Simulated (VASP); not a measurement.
In3Sb: single point with PBEsol

In3Sb:

```
CELL_PARAMETERS angstrom
5.01627 0.00000 0.00000
0.00000 5.01627 0.00000
0.00000 0.00000 5.01627
ATOMIC_POSITIONS crystal
In 0.50000 0.50000 0.00000
In 0.50000 0.00000 0.50000
In 0.00000 0.50000 0.50000
Sb 0.00000 0.00000 0.00000
```

This cell differs from its parent crystal: strained.

```
Program             : VASP 6.6.1
Task                : single point
Functional          : PBEsol
Potentials or basis : VASP PAW PBE potentials, release 64 (In_d, Sb)
Cutoff              : 520 eV
k mesh              : 10 × 10 × 10
Occupations         : gaussian, width 0.1 eV
Spin                : no spin polarisation
```

```yaml
Pressure: -5.3 GPa
Band_gap_on_the_k_mesh: zero (bands 22 and 23 overlap by 3.03 eV)
```

Levels at points of the mesh, in eV from the Fermi level:
| k point | band 18 | band 19 | band 20 | band 21 | band 22 | band 23 | band 24 | band 25 | band 26 | band 27 |
| --- | --- | --- | --- | --- | --- | --- | --- | --- | --- | --- |
| (0.00, 0.00, 0.00) | -2.42 | -2.42 | -2.31 | -2.31 | -2.31 | 2.23 | 2.23 | 2.23 | 3.74 | 3.74 |
| (0.50, 0.00, 0.00) | -3.89 | -2.00 | -1.19 | -1.19 | 0.08 | 0.08 | 0.32 | 1.33 | 3.87 | 4.20 |
| (0.50, 0.50, 0.00) | -5.37 | -5.20 | -0.36 | 0.02 | 0.21 | 0.21 | 1.24 | 1.69 | 1.69 | 1.87 |
| (0.50, 0.50, 0.50) | -4.20 | -4.20 | -3.30 | -3.30 | -3.30 | -2.57 | 4.79 | 4.79 | 4.79 | 7.25 |

Run time: 4.7 min on 1 thread of Intel Xeon 8259CL, on a shared host, peak memory 0.33 GiB.

Caveat: the cell differs from its parent crystal (strained); the cell stands under tension; the PAW data sets were made with another functional, which shifts forces and pressure a little; spin-orbit coupling is left out, which moves the levels of the heavy elements.
